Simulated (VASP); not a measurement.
Wanted: the native input for a VASP 6.6.1 run.

```yaml
Task: single point
Functional: LDA
Potentials_or_basis: VASP PAW LDA potentials, release 64 (Li_sv)
Cutoff: 520 eV
k_mesh: 4 × 4 × 2
Occupations: methfessel-paxton, width 0.2 eV
Spin: no spin polarisation
Dipole_correction: no
Further_INCAR_settings: ALGO = Normal; EDIFF = 1e-06; NBANDS = 10
```

The structure of Li lies in POSCAR:

```
Li
1.0
    3.0653324032      0.0000000000      0.0000000000
   -1.5326662016      2.6546606281      0.0000000000
    0.0000000000      0.0000000000      4.9207792858
Li
2
Direct
    0.3333333333      0.6666666667      0.2500000000
    0.6666666667      0.3333333333      0.7500000000
```

These files were run (other wordings do the same):

INCAR

```
PREC     = Accurate       # precision mode
ENCUT    = 520            # plane-wave cutoff, eV
EDIFF    = 1E-6           # SCF threshold, eV
ISMEAR   = 1              # smearing method
SIGMA    = 0.2            # smearing width, eV
LREAL    = F              # projectors in reciprocal space
LASPH    = T              # aspherical terms in the spheres
NELM     = 80             # most SCF steps
ALGO     = Normal         # electronic algorithm
ISIF     = 2              # what is computed and relaxed
LWAVE    = F              # write WAVECAR
LCHARG   = T              # write CHGCAR
LELF     = T              # ELF
LVHAR    = T            
NBANDS   = 10             # bands
```

KPOINTS

```
regular mesh
0
Gamma
  4 4 2
```

Potentials or basis: VASP PAW LDA potentials, release 64 (Li_sv).

Run with:

```sh
$ cat potpaw_LDA.64/Li_sv/POTCAR > POTCAR
$ mpirun -np 1 vasp_std > vasp.out
```

Results of the run:

```json
{
 "Band gap on the k mesh": "zero (band 3 reaches 1.28 eV, above the bottom of band 4 at -1.75 eV)"
}
```

Caveat: the k points lie up to 0.64 Å⁻¹ apart.

Wall time 4.3 s on 1 thread of Intel(R) Xeon(R) Platinum 8488C (Sapphire Rapids), with other jobs on the host, peak memory 0.13 GiB.
